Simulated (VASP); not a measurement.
Set up this calculation in VASP 6.6.1, as the native input.

| Item | Value |
| --- | --- |
| Task | relaxation of cell and atoms |
| Functional | LDA |
| Potentials or basis | VASP PAW LDA potentials, release 64 (Ti_sv, B) |
| Cutoff | 600 eV |
| k mesh | 10 × 10 × 9 |
| Occupations | fermi-dirac, width 0.1 eV |
| Spin | no spin polarisation |
| Dipole correction | no |
| Further INCAR settings | ALGO = Normal; EDIFF = 1e-06; IBRION = 2; EDIFFG = -0.01; NSW = 80; ISIF = 3 |

The structure of TiB2 lies in POSCAR:

```
TiB2
1.0
    3.0292000000      0.0000000000      0.0000000000
   -1.5146000000      2.6233641500      0.0000000000
    0.0000000000      0.0000000000      3.2284000000
Ti B
1 2
Direct
    0.0000000000      0.0000000000      0.0000000000
    0.3333333300      0.6666666700      0.5000000000
    0.6666666700      0.3333333300      0.5000000000
```

The input as run:

INCAR

```
SYSTEM = TiB2
ALGO = Normal ; EDIFF = 1E-6
EDIFFG = -0.01 ; ENCUT = 600
GGA = CA ; IBRION = 2
ISIF = 3 ; ISMEAR = -1
LASPH = .True. ; LCHARG = .False.
LREAL = .False. ; LWAVE = .False.
NELM = 80 ; NSW = 80
PREC = Accurate ; SIGMA = 0.1
```

KPOINTS

```
k-points
0
Gamma
  10 10 9
  0 0 0
```

Potentials or basis: VASP PAW LDA potentials, release 64 (Ti_sv, B).

Command:

```bash
$ cat potpaw_LDA.64/Ti_sv/POTCAR potpaw_LDA.64/B/POTCAR > POTCAR
$ mpirun -np 1 vasp_std > vasp.out
```

It gave:

```
Relaxed volume                         : 8.19 Å³/atom
Relaxed cell                           : a = 2.995 Å, b = 2.995 Å, c = 3.163 Å, α = 90.00°, β = 90.00°, γ = 120.00°
Space group after relaxing (to 0.05 Å) : P6/mmm (No. 191)
Energy gained by relaxing              : 12.6 meV/atom
Ionic steps                            : 5
Pressure after relaxing                : 0.2 GPa
Band gap on the k mesh                 : zero (band 9 reaches 10.63 eV, above the bottom of band 10 at 10.21 eV)
```

Run time: 51 s on 1 thread of Intel(R) Xeon(R) Platinum 8488C (Sapphire Rapids), with other jobs on the host, peak memory 0.16 GiB.
